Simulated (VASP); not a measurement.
# Ta2Si in VASP: single point with PBEsol

Aim: the single point of Ta2Si with PBEsol.

All numbers are computed with VASP 6.6.1; they aren't measurements. Logs are shortened: lines on timing, memory, paths and dates and some standing lists are left out, and cuts for length are marked.

### 1 The cell of the first run

The typed cell holds 6 atoms: a = 5.017 Å, b = 5.017 Å, c = 5.017 Å, α = 104.67°, β = 104.67°, γ = 119.57°.

### 2 Single point, PBEsol

Input file INCAR:

```
  ALGO = Fast
  EDIFF = 1E-6
  ENCUT = 520
  GGA = PS
  ISIF = 2
  ISMEAR = 0
  LASPH = T
  LCHARG = F
  LREAL = F
  LWAVE = F
  NBANDS = 35
  NELM = 100
  PREC = Accurate
  SIGMA = 0.1
```

Input file KPOINTS:

```
k-points
0
Gamma
  6 6 6
```

Input file POSCAR:

```
Ta2Si
1.0
   -3.0657561020      3.0655019455      2.5246877310
    3.0658528724     -3.0656294417      2.5249621290
    3.0658898884      3.0657632281     -2.5248437271
Ta Si
4 2
Direct
    0.6782908245      0.8314383670      0.5039984755
    0.8522366490      0.3314167942      0.1779864691
    0.3522569757      0.1574775531      0.5040100175
    0.1782068243      0.6574153469      0.8300219317
    0.2652729472      0.2444512670      0.0040080651
    0.7652469746      0.7444529587      0.0039994205
```

Potentials or basis: VASP PAW PBE potentials, release 64 (Ta_pv, Si).

Command:

```console
cat potpaw_PBE.64/Ta_pv/POTCAR potpaw_PBE.64/Si/POTCAR > POTCAR
mpirun -np 1 vasp_std > vasp.out
```

OUTCAR:

```text
EDIFF = 1E-6
   ENCUT = 520
   GGA = PS
   ISIF = 2
   ISMEAR = 0
   LASPH = T
   LREAL = F
   NELM = 100
   PREC = Accurate

 ion  position               nearest neighbor table
   1  0.678  0.831  0.504-   5 2.62   6 2.62   6 2.62   5 2.62   3 2.83   3 2.94   3 2.94   2 3.22
                             4 3.22   2 3.22   4 3.22   4 3.25   2 3.25   4 3.25   2 3.25
   2  0.852  0.331  0.178-   5 2.62   6 2.62   5 2.62   6 2.62   4 2.83   4 2.94   4 2.94   1 3.22
                             3 3.22   1 3.22   3 3.22   3 3.25   3 3.25   1 3.25   1 3.25
   3  0.352  0.157  0.504-   5 2.62   6 2.62   6 2.62   5 2.62   1 2.83   1 2.94   1 2.94   4 3.22
                             2 3.22   4 3.22   2 3.22   2 3.25   2 3.25   4 3.25   4 3.25
   4  0.178  0.657  0.830-   6 2.62   5 2.62   6 2.62   5 2.62   2 2.83   2 2.94   2 2.94   3 3.22
                             1 3.22   3 3.22   1 3.22   1 3.25   1 3.25   3 3.25   3 3.25
   5  0.265  0.244  0.004-   6 2.52   6 2.52   2 2.62   1 2.62   4 2.62   3 2.62   2 2.62   3 2.62
                             1 2.62   4 2.62
   6  0.765  0.744  0.004-   5 2.52   5 2.52   4 2.62   2 2.62   4 2.62   1 2.62   1 2.62   3 2.62
                             3 2.62   2 2.62

  LATTYP: Found a triclinic cell.
 ALAT       =     5.0169922059
 B/A-ratio  =     1.7283397145
 C/A-ratio  =     1.0000637644
 COS(alpha) =     0.0000355815
 COS(beta)  =     0.2532836540
 COS(gamma) =     0.8641381274

  Lattice vectors:

 A1 = (  -3.0657561020,   3.0655019455,   2.5246877310)
 A2 = (  -6.1316089744,   6.1311313872,  -0.0002743980)
 A3 = (  -3.0658898884,  -3.0657632281,   2.5248437271)

Analysis of symmetry for initial positions (statically):
=====================================================================
 Subroutine PRICEL returns:
 Original cell was already a primitive cell.

 Routine SETGRP: Setting up the symmetry group for a
 triclinic supercell.

 Subroutine GETGRP returns: Found  1 space group operations
 (whereof  1 operations were pure point group operations)
 out of a pool of  2 trial point group operations.

The static configuration has the point symmetry C_1 .

Analysis of symmetry for dynamics (positions and initial velocities):
=====================================================================
 Subroutine PRICEL returns:
 Original cell was already a primitive cell.

 Routine SETGRP: Setting up the symmetry group for a
 triclinic supercell.

 Subroutine GETGRP returns: Found  1 space group operations
 (whereof  1 operations were pure point group operations)
 out of a pool of  2 trial point group operations.

The dynamic configuration has the point symmetry C_1 .

 Subroutine INISYM returns: Found  1 space group operations
 (whereof  1 operations are pure point group operations),
 and found     1 'primitive' translations

----------------------------------------------------------------------------------------

                                     Primitive cell

  volume of cell :      94.9217

  direct lattice vectors                    reciprocal lattice vectors
    -3.065756102  3.065501945  2.524687731    -0.000007383  0.163103514  0.198037651
     3.065852872 -3.065629442  2.524962129     0.163081948  0.000001480  0.198030407
     3.065889888  3.065763228 -2.524843727     0.163082213  0.163094917  0.000000993

  length of vectors
     5.016992206  5.017267330  5.017312112     0.256557338  0.256538036  0.230642060

  position of ions in fractional coordinates (direct lattice)
     0.678290825  0.831438367  0.503998475
     0.852236649  0.331416794  0.177986469
     0.352256976  0.157477553  0.504010018
     0.178206824  0.657415347  0.830021932
     0.265272947  0.244451267  0.004008065
     0.765246975  0.744452959  0.003999421

  ion indices of the primitive-cell ions
   primitive index   ion index
                 1           1
                 2           2
                 3           3
                 4           4
                 5           5
                 6           6

----------------------------------------------------------------------------------------

 KPOINTS: k-points

Automatic generation of k-mesh.
 Grid dimensions read from file:
 generate k-points for:    6    6    6

 Generating k-lattice:

  Cartesian coordinates                     Fractional coordinates (reciprocal lattice)
    -0.000001230  0.027183919  0.033006275     0.166666667  0.000000000  0.000000000
     0.027180325  0.000000247  0.033005068     0.000000000  0.166666667 -0.000000000
     0.027180369  0.027182486  0.000000165    -0.000000000  0.000000000  0.166666667

  Length of vectors
     0.042759556  0.042756339  0.038440343

  Shift w.r.t. Gamma in fractional coordinates (k-lattice)
     0.000000000  0.000000000  0.000000000

 Subroutine IBZKPT returns following result:
 ===========================================

 Found    112 irreducible k-points:

 Following reciprocal coordinates:
            Coordinates               Weight
  0.000000  0.000000  0.000000      1.000000
  0.166667  0.000000  0.000000      2.000000
 -0.000000 -0.166667  0.166667      2.000000
  0.333333  0.000000  0.000000      2.000000
 -0.000000 -0.333333  0.333333      2.000000
  0.500000  0.000000 -0.000000      1.000000
[... 16 lines left out ...]
 -0.000000  0.333333  0.333333      2.000000
  0.500000  0.333333  0.000000      2.000000
 [... further k-points ...]
   k-points           NKPTS =    112   k-points in BZ     NKDIM =    112   number of bands    NBANDS=     35
   number of dos      NEDOS =    301   number of ions     NIONS =      6
   total plane-waves  NPLWV =  64000
   dimension x,y,z NGX =    40 NGY =   40 NGZ =   40
   dimension x,y,z NGXF=    80 NGYF=   80 NGZF=   80
   ions per type =               4   2
   NGX,Y,Z   is equivalent  to a cutoff of  13.25, 13.25, 13.25 a.u.
   NGXF,Y,Z  is equivalent  to a cutoff of  26.51, 26.51, 26.51 a.u.
 SYSTEM =  unknown system
   PREC   = accura    normal or accurate (medium, high low for compatibility)
   ISTART =      0    job   : 0-new  1-cont  2-samecut
   ICHARG =      2    charge: 1-file 2-atom 10-const
   ISPIN  =      1    spin polarized calculation?
   LNONCOLLINEAR =      F non collinear calculations
   LSORBIT =      F    spin-orbit coupling
   LASPH  =      T    aspherical Exc in radial PAW
   ENCUT  =  520.0 eV  38.22 Ry    6.18 a.u.   9.33  9.33  9.33*2*pi/ulx,y,z
   NELM   =    100;   NELMIN=  2; NELMDL= -5     # of ELM steps
   EDIFF  = 0.1E-05   stopping-criterion for ELM
   LREAL  =      F    real-space projection
   EDIFFG = 0.1E-04   stopping-criterion for IOM
   NSW    =      0    number of steps for IOM
   IBRION =     -1    ionic relax: 0-MD 1-quasi-New 2-CG
   NFREE  =      0    steps in history (QN), initial steepest desc. (CG)
   ISIF   =      2    stress and relaxation
   ISYM   =      2    0-nonsym 1-usesym 2-fastsym
   POTIM  = 0.5000    time-step for ionic-motion
   TEBEG  =    0.0;   TEEND  =   0.0 temperature during run
   PSTRESS=    0.0 pullay stress
   NELECT =      52.0000    total number of electrons
   NUPDOWN=      -1.0000    fix difference up-down
   EMIN   =  10.00;   EMAX   =-10.00  energy-range for DOS
   EFERMI =   0.00;   METHOD = LEGACY
   ISMEAR =     0;   SIGMA  =   0.10  broadening in eV -4-tet -1-fermi 0-gaus
   EFERMI_NEDOS =   21; number of points for ismear=-14 and -15
   IALGO  =     68    algorithm
   IMIX   =      4    mixing-type and parameters
     AMIX     =   0.40;   BMIX     =  1.00
     AMIX_MAG =   1.60;   BMIX_MAG =  1.00
  volume/ion in A,a.u.               =      15.82       106.76
  Fermi-wavevector in a.u.,A,eV,Ry     =   1.339535  2.531355 24.413681  1.794355
  Thomas-Fermi vector in A             =   2.467919
   LORBIT       =      0    0 simple, 1 ext, 2 COOP (PROOUT), +10 PAW based schemes
   GGA     = PS    functional components
   LHFCALC =     F    Hartree Fock is set to
   AEXX    =    0.0000 exact exchange contribution
   IVDW    =     0    specifies the selected vdW correction
   LEPSILON=     F    determine dielectric tensor
   LRPA    =     F    only Hartree local field effects (RPA)
 non-spin polarized calculation
 RMM-DIIS sequential band-by-band and
 Gauss-broadening in eV      SIGMA  =   0.10
  energy-cutoff  :      520.00
  volume of cell :       94.92
 maximum number of plane-waves:      2573
 NGX is ok and might be reduce to    40
   NGX = 19   NGY = 19   NGZ = 19

 number of electron      52.0000003 magnetization

 Free energy of the ion-electron system (eV)
  ---------------------------------------------------
  ext. energy  EPLUGINS =         0.00000000
  ---------------------------------------------------
  free energy    TOTEN  =       -65.32091386 eV

  energy without entropy =      -65.30915940  energy(sigma->0) =      -65.31503663

 E-fermi :   7.4952     XC(G=0): -12.5978

 val. band max:        7.4775985543   @ k =  -0.3333  -0.3333   0.3333
 cond. band min:       7.5065991188   @ k =   0.3333  -0.3333   0.5000
 fundamental gap:      0.0290005646
 Fermi energy:         7.4951680982

 k-point     1 :       0.0000    0.0000    0.0000
  band No.  band energies     occupation
      1     -26.9352      2.00000
      2     -26.9351      2.00000
      3     -26.9311      2.00000
      4     -26.8640      2.00000
      5     -26.8638      2.00000
      6     -26.8391      2.00000
[... 27 lines left out ...]
     34      11.9147      0.00000
     35      13.1898      0.00000

 k-point     2 :       0.1667    0.0000    0.0000
  band No.  band energies     occupation
      1     -26.9861      2.00000
      2     -26.9827      2.00000
      3     -26.9372      2.00000
      4     -26.8413      2.00000
      5     -26.8168      2.00000
      6     -26.8120      2.00000
[... 27 lines left out ...]
     34      11.7698      0.00000
     35      12.7680      0.00000
[... 796 lines left out ...]
     34      11.2888      0.00000
     35      12.0347      0.00000

 k-point    24 :       0.5000    0.3333    0.0000
  band No.  band energies     occupation
      1     -27.0015      2.00000
      2     -26.9483      2.00000
      3     -26.9382      2.00000
      4     -26.8650      2.00000
      5     -26.8098      2.00000
      6     -26.7885      2.00000
[... 27 lines left out ...]
     34      11.6934      0.00000
     35      11.8321      0.00000

 [... further k-points ...]

------------------------ aborting loop because EDIFF is reached ----------------------------------------

  FORCE on cell =-STRESS in cart. coord.  units (eV):
  Direction    XX          YY          ZZ          XY          YZ          ZX
  --------------------------------------------------------------------------------------
  -------------------------------------------------------------------------------------
  Total        0.1468884      0.1561120      0.1566392     -0.0030898      0.0043674     -0.0044235
  in kB        2.4793219      2.6350066      2.6439047     -0.0521522      0.0737178     -0.0746645
  external PRESSURE =       2.5860777 kB  Pullay stress =       0.0000000 kB

 VOLUME and BASIS-vectors are now :
 -----------------------------------------------------------------------------
  energy-cutoff  :      520.00
  volume of cell :       94.92
      direct lattice vectors                 reciprocal lattice vectors
    -3.065756102  3.065501945  2.524687731    -0.000007383  0.163103514  0.198037651
     3.065852872 -3.065629442  2.524962129     0.163081948  0.000001480  0.198030407
     3.065889888  3.065763228 -2.524843727     0.163082213  0.163094917  0.000000993

 POSITION                                       TOTAL-FORCE (eV/Angst)
 -----------------------------------------------------------------------------------
      2.01480      1.07556      2.53931         0.003395     -0.003624     -0.001992
     -1.05099      2.14220      2.53906         0.002605      0.002745      0.001625
      0.94811      2.14225      0.01442        -0.003141      0.003324     -0.001436
      4.01396      1.07555      0.01419        -0.002905     -0.002464      0.003076
     -0.05152      0.07609      1.27684        -0.000023     -0.000345     -0.000740
     -0.05142      0.07591      3.80163         0.000069      0.000364     -0.000533
 -----------------------------------------------------------------------------------
    total drift:                                0.000272     -0.000003     -0.000065

  FREE ENERGIE OF THE ION-ELECTRON SYSTEM (eV)
  ---------------------------------------------------
  free  energy   TOTEN  =       -65.3209138645 eV

  energy  without entropy=      -65.3091593951  energy(sigma->0) =      -65.31503663
```

It took 4.1 min on 1 thread of AMD EPYC 9R45 (Zen 5), shared host; peak memory 0.41 GiB.

Results:

```yaml
Free_energy: -65.3209 eV
Pressure: 0.3 GPa
Largest_force: 0.005 eV/Å
Band_gap_on_the_k_mesh: zero (bands 26 and 27 overlap by 0.52 eV)
```

Forces on the atoms (eV/Å):
```
Ta   0.003 -0.004 -0.002
Ta   0.003  0.003  0.002
Ta  -0.003  0.003 -0.001
Ta  -0.003 -0.002  0.003
Si   0.000  0.000 -0.001
Si   0.000  0.000 -0.001
```

Caveat: the PAW data sets were made with another functional, which shifts forces and pressure a little; spin-orbit coupling is left out, which moves the levels of the heavy elements.

The gap in the log of VASP goes by the Fermi energy; the results here count the filled bands.